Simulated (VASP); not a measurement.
Wanted: the native input for a VASP 6.6.1 run.

```yaml
Task: relaxation of cell and atoms
Functional: PBE
Potentials_or_basis: VASP PAW PBE potentials, release 64 (Te, O)
Cutoff: 600 eV
k_mesh: 4 × 4 × 4
Occupations: gaussian, width 0.2 eV
Spin: no spin polarisation
Dipole_correction: no
Further_INCAR_settings: ALGO = Normal; EDIFF = 1e-07; IBRION = 2; EDIFFG = -0.08; NSW = 36; ISIF = 3
```

The structure of TeO4 lies in POSCAR:

```
TeO4
1.0
   -2.6737365600      2.6737365600      2.6737365600
    2.6737365600     -2.6737365600      2.6737365600
    2.6737365600      2.6737365600     -2.6737365600
Te O
1 4
Direct
    0.0000000000      0.0000000000      0.0000000000
    0.5000000000      0.5000000000      0.5000000000
    0.0000000000      0.0000000000      0.5000000000
    0.0000000000      0.5000000000      0.0000000000
    0.5000000000      0.0000000000      0.0000000000
```

The cell was generated, and may not be a known phase.

One way to write it, as run:

INCAR

```
PREC = Accurate
ENCUT = 600
EDIFF = 1E-7
ISMEAR = 0
SIGMA = 0.2
LREAL = False
LASPH = True
NELM = 120
ALGO = Normal
ISIF = 3
LWAVE = False
LCHARG = False
GGA = PE
IBRION = 2
NSW = 36
EDIFFG = -0.08
GGA_COMPAT = False
NELMIN = 4
```

KPOINTS

```
Automatic mesh
0
Gamma
  4 4 4
```

Potentials or basis: VASP PAW PBE potentials, release 64 (Te, O).

Run with:

```sh
$ cat potpaw_PBE.64/Te/POTCAR potpaw_PBE.64/O/POTCAR > POTCAR
$ mpirun -np 1 vasp_std > vasp.out
```

Results of the run:

```json
{"Relaxed volume": "11.37 Å³/atom", "Relaxed cell": "a = 4.195 Å, b = 4.195 Å, c = 4.195 Å, α = 109.47°, β = 109.47°, γ = 109.47°", "Space group after relaxing (to 0.1 Å)": "Im-3m (No. 229)", "Energy gained by relaxing": "341.4 meV/atom", "Ionic steps": "3", "Pressure after relaxing": "-0.1 GPa", "Band gap on the k mesh": "zero (bands 15 and 16 overlap by 2.14 eV)"}
```

Caveat: the k points lie up to 0.46 Å⁻¹ apart in the final cell, too coarse for converged energies and pressures of a metal; the volume moved by over 15 % at a fixed basis, so the end points are rough; spin-orbit coupling is left out, which moves the levels of the heavy elements.

It took 68 s on 1 thread of Intel Xeon 8259CL (shared host), peak memory 0.25 GiB.
